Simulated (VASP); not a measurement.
Here is a VASP 6.6.1 calculation.

File POSCAR:

```
Ta4HN4
1.0
    3.1088180366      0.0000000000      0.0000000000
    0.0000000000      3.1088180366      0.0000000000
    0.0000000000      0.0000000000     25.5947989454
Ta N H
4 4 1
Direct
    0.0000000000      0.0000000000      0.3320987212
    0.5000000000      0.5000000000      0.4179859485
    0.0000000000      0.0000000000      0.5042198198
    0.5000000000      0.5000000000      0.6028469573
    0.5000000000      0.5000000000      0.3320987212
    0.0000000000      0.0000000000      0.4179859485
    0.5000000000      0.5000000000      0.5147520198
    0.0000000000      0.0000000000      0.5855908580
    1.0000000000      0.5000000000      0.6539499484
```

The input INCAR.step1:

```
PREC = Accurate ; ENCUT = 520
ISMEAR = 0 ; SIGMA = 0.1
LREAL = F ; LASPH = T
NELM = 80 ; LDIPOL = T
IDIPOL = 3 ; DIPOL = 0.5 0.5 0.485
NBANDS = 42 ; GGA = PE
ALGO = Normal ; EDIFF = 1E-4
LWAVE = T ; LCHARG = F
```

INCAR.step2

```
PREC = Accurate ; ENCUT = 520
EDIFF = 1E-6 ; ISMEAR = 0
SIGMA = 0.1 ; LREAL = F
LASPH = T ; NELM = 80
ALGO = Normal ; ISIF = 2
LWAVE = F ; LCHARG = F
LDIPOL = T ; IDIPOL = 3
DIPOL = 0.5 0.5 0.485 ; METAGGA = R2SCAN
LMIXTAU = T ; NBANDS = 42
ISTART = 1
```

Contents of KPOINTS:

```
Automatic mesh
0
Gamma
  9 9 1
```

Potentials or basis: VASP PAW PBE potentials, release 64 (Ta_pv, N, H).

Command:

```bash
$ cat potpaw_PBE.64/Ta_pv/POTCAR potpaw_PBE.64/N/POTCAR potpaw_PBE.64/H/POTCAR > POTCAR
$ cp INCAR.step1 INCAR
$ mpirun -np 1 vasp_std > vasp.out
$ cp INCAR.step2 INCAR
$ mpirun -np 1 vasp_std > vasp.out
```

**Question.** Predict the largest force.

**Answer.** 2.229 eV/Å.

Forces on the atoms (eV/Å):
```
Ta   0.000  0.000  2.229
Ta   0.000  0.000  0.400
Ta   0.000  0.000 -0.039
Ta   0.000  0.000  0.067
N    0.000  0.000 -1.143
N    0.000  0.000 -1.596
N    0.000  0.000  0.045
N    0.000  0.000  0.028
H    0.000  0.000  0.009
```

Caveat: the PAW data sets were made with another functional, which shifts forces and pressure a little.
